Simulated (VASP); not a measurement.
A run of VASP 6.6.1 is set up as follows.

The input INCAR:

```
PREC     = Accurate       # precision mode
ENCUT    = 520            # plane-wave cutoff, eV
EDIFF    = 1E-6           # SCF threshold, eV
ISMEAR   = -1             # smearing method
SIGMA    = 0.05           # smearing width, eV
LREAL    = F              # projectors in reciprocal space
LASPH    = T              # aspherical terms in the spheres
NELM     = 80             # most SCF steps
ALGO     = Normal         # electronic algorithm
ISIF     = 2              # what is computed and relaxed
LWAVE    = F              # write WAVECAR
LCHARG   = T              # write CHGCAR
LDIPOL   = T            
IDIPOL   = 3            
DIPOL    = 0.5 0.5 0.500
GGA      = PE             # functional
LELF     = T              # ELF
LVHAR    = T            
LVACPOTAV= T            
EFIELD   = -0.5         
NBANDS   = 22             # bands
```

The input KPOINTS:

```
Automatic mesh
0
Gamma
  11 8 1
```

Contents of POSCAR:

```
Ca
1.0
    3.9070577562      0.0000000000      0.0000000000
    0.0000000000      5.5254140678      0.0000000000
    0.0000000000      0.0000000000     23.9071000000
Ca
3
Direct
    0.0000000000      0.0000000000      0.4224829549
    0.5000000000      0.5000000000      0.5000000019
    0.0000000000      0.0000000000      0.5775170432
```

Potentials or basis: VASP PAW PBE potentials, release 64 (Ca_sv).

Launch:

```sh
$ cat potpaw_PBE.64/Ca_sv/POTCAR > POTCAR
$ mpirun -np 1 vasp_std > vasp.out
```

(1) Predict the largest force.

(2) What does it give for the band gap on the k mesh?

Results:

(1) 0.028 eV/Å.

(2) zero (bands 15 and 16 overlap by 0.36 eV).
